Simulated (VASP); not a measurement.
A run of VASP 6.6.1 is set up as follows.

Contents of INCAR:

```
SYSTEM = Ca
PREC = Accurate ; ENCUT = 520
EDIFF = 1E-7 ; ISMEAR = -1
SIGMA = 0.08 ; LREAL = .FALSE.
LASPH = .TRUE. ; NELM = 80
ALGO = Normal ; ISIF = 2
LWAVE = .FALSE. ; LCHARG = .TRUE.
GGA = PE ; LELF = .TRUE.
LVHAR = .TRUE. ; NBANDS = 11
```

File KPOINTS:

```
Automatic mesh
0
G
  12 12 11
  0 0 0
```

File POSCAR:

```
Ca
1.0
    3.4593588792      0.0000000000      0.0000000000
   -1.7296794396      2.9958926702      0.0000000000
    0.0000000000      0.0000000000      3.1518837455
Ca
1
Direct
    0.0000000000      0.0000000000      0.0000000000
```

Potentials or basis: VASP PAW PBE potentials, release 64 (Ca_sv).

Command:

```sh
$ cat potpaw_PBE.64/Ca_sv/POTCAR > POTCAR
$ mpirun -np 1 vasp_std > vasp.out
```

**Question.** What does it give for the pressure?

**Answer.** 5.5 GPa.

**Question.** What does it give for the band gap on the k mesh?

**Answer.** Zero (bands 5 and 6 overlap by 0.51 eV).

Caveat: the cell stands under pressure.
